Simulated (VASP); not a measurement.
Wanted: the native input for a VASP 6.6.1 run.

```
Task                   : single point
Functional             : PBEsol
Potentials or basis    : VASP PAW PBE potentials, release 64 (Ir)
Cutoff                 : 500 eV
k mesh                 : 13 × 13 × 13
Occupations            : fermi-dirac, width 0.05 eV
Spin                   : no spin polarisation
Dipole correction      : no
Further INCAR settings : ALGO = Normal; EDIFF = 1e-06; NBANDS = 10
```

The structure of Ir lies in POSCAR:

```
Ir
1.0
    0.0000000000      1.8831259299      1.8831259299
    1.8831259299      0.0000000000      1.8831259299
    1.8831259299      1.8831259299      0.0000000000
Ir
1
Direct
    0.0000000000      0.0000000000      0.0000000000
```

One way to write it, as run:

INCAR

```
SYSTEM = Ir
PREC = Accurate ; ENCUT = 500
EDIFF = 1E-6 ; ISMEAR = -1
SIGMA = 0.05 ; LREAL = .False.
LASPH = .True. ; NELM = 120
ALGO = Normal ; ISIF = 2
LWAVE = .False. ; LCHARG = .True.
GGA = PS ; LELF = .True.
LVHAR = .True. ; NBANDS = 10
GGA_COMPAT = .False.
```

KPOINTS

```
regular mesh
0
Gamma
  13 13 13
  0 0 0
```

Potentials or basis: VASP PAW PBE potentials, release 64 (Ir).

Launch:

```bash
$ cat potpaw_PBE.64/Ir/POTCAR > POTCAR
$ mpirun -np 1 vasp_std > vasp.out
```

Results of the run:

The pressure is 24.0 GPa.

Caveat: the PAW data sets were made with another functional, which shifts forces and pressure a little.

It took 10 s on 1 thread of AMD EPYC 9R45 (Zen 5), on a shared host, peak memory 0.1 GiB.
